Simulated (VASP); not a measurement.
Here is a VASP 6.6.1 calculation.

The input INCAR:

```
PREC     = Accurate       # precision mode
ENCUT    = 520            # plane-wave cutoff, eV
EDIFF    = 1E-6           # SCF threshold, eV
ISMEAR   = -1             # smearing method
SIGMA    = 0.05           # smearing width, eV
LREAL    = False          # projectors in reciprocal space
LASPH    = True           # aspherical terms in the spheres
NELM     = 60             # most SCF steps
ALGO     = Normal         # electronic algorithm
ISIF     = 2              # what is computed and relaxed
LWAVE    = False          # write WAVECAR
LCHARG   = True           # write CHGCAR
GGA      = PS             # functional
LELF     = True           # ELF
LVHAR    = True         
NBANDS   = 10             # bands
```

Contents of KPOINTS:

```
regular mesh
0
Gamma
  12 12 12
```

File POSCAR:

```
K
1.0
   -2.0019844886      2.0019844886      2.0019844886
    2.0019844886     -2.0019844886      2.0019844886
    2.0019844886      2.0019844886     -2.0019844886
K
1
Direct
    0.0000000000      0.0000000000      0.0000000000
```

Potentials or basis: VASP PAW PBE potentials, release 64 (K_sv).

Command:

```sh
$ cat potpaw_PBE.64/K_sv/POTCAR > POTCAR
$ mpirun -np 1 vasp_std > vasp.out
```

Estimate the band gap on the k mesh.

zero (an odd number of electrons rules out a gap without spin polarisation).

Estimate the pressure.

12.3 GPa.

Caveat: the cell stands under pressure; the PAW data sets were made with another functional, which shifts forces and pressure a little.
